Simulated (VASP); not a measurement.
Here is a VASP 6.6.1 calculation.

Contents of INCAR:

```
ALGO = Normal ; EDIFF = 1E-6
EDIFFG = -0.02 ; ENCUT = 600
GGA = CA ; IBRION = 2
ISIF = 3 ; ISMEAR = -1
LASPH = T ; LCHARG = F
LREAL = F ; LWAVE = F
NELM = 60 ; NSW = 60
PREC = Accurate ; SIGMA = 0.1
```

The input KPOINTS:

```
k-points
0
Gamma
  9 9 9
```

File POSCAR:

```
Re
1.0
    2.5300000000      0.0000000000      0.0000000000
    0.0000000000      2.5300000000      0.0000000000
    0.0000000000      0.0000000000      2.5300000000
Re
1
Direct
    0.0000000000      0.0000000000      0.0000000000
```

Potentials or basis: VASP PAW LDA potentials, release 64 (Re).

Command:

```bash
$ cat potpaw_LDA.64/Re/POTCAR > POTCAR
$ mpirun -np 1 vasp_std > vasp.out
```

Question: What does it give for the space group after relaxing (to 0.05 Å)?

Answer: Pm-3m (No. 221).

Question: What does it give for the relaxed cell?

Answer: a = 2.536 Å, b = 2.536 Å, c = 2.536 Å, α = 90.00°, β = 90.00°, γ = 90.00°.

Question: What does it give for the relaxed volume?

Answer: 16.30 Å³/atom.

Final structure:
```
Re
1.0
     2.53565    0.00000    0.00000
     0.00000    2.53565    0.00000
     0.00000    0.00000    2.53565
Re
1
Direct
  0.00000 0.00000 0.00000
```
